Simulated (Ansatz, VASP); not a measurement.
# WC in VASP and in Ansatz

```
CELL_PARAMETERS angstrom
2.88494 0.00000 0.00000
-1.44247 2.49843 0.00000
0.00000 0.00000 2.81166
ATOMIC_POSITIONS crystal
W 0.00000 0.00000 0.00000
C 0.66667 0.33333 0.50000
```

Alike in both runs: functional LDA; k mesh 18 × 18 × 14; occupations fermi-dirac, width 0.15 eV; no spin polarisation.

Ansatz relaxed the structure, and its values are those at the end. VASP's run is a single point on that final structure, the one shown.

|  | VASP | Ansatz |
| --- | --- | --- |
| version | VASP 6.6.1 | Ansatz 0.2.0 |
| potentials or method | VASP PAW LDA potentials, release 64 (W_sv, C), cutoff 520 eV | scalar-relativistic, plane waves, PAW |
| valence electrons in the cell | 18 | 18 |

|  | VASP | Ansatz | Ansatz less VASP |
| --- | --- | --- | --- |
| gap on the k mesh at the Fermi level (eV) | none | none | - |
| pressure (GPa) | 2.6 | 0.0 | -2.57 |

Ansatz warns that its potentials were made for another functional, while VASP's fit it. LDA's correlation is that of Perdew and Zunger in VASP and of Perdew and Wang (1992) in Ansatz. A gap of «none» marks a metal or a gap that the smearing closes.

Spin-orbit coupling is off throughout.
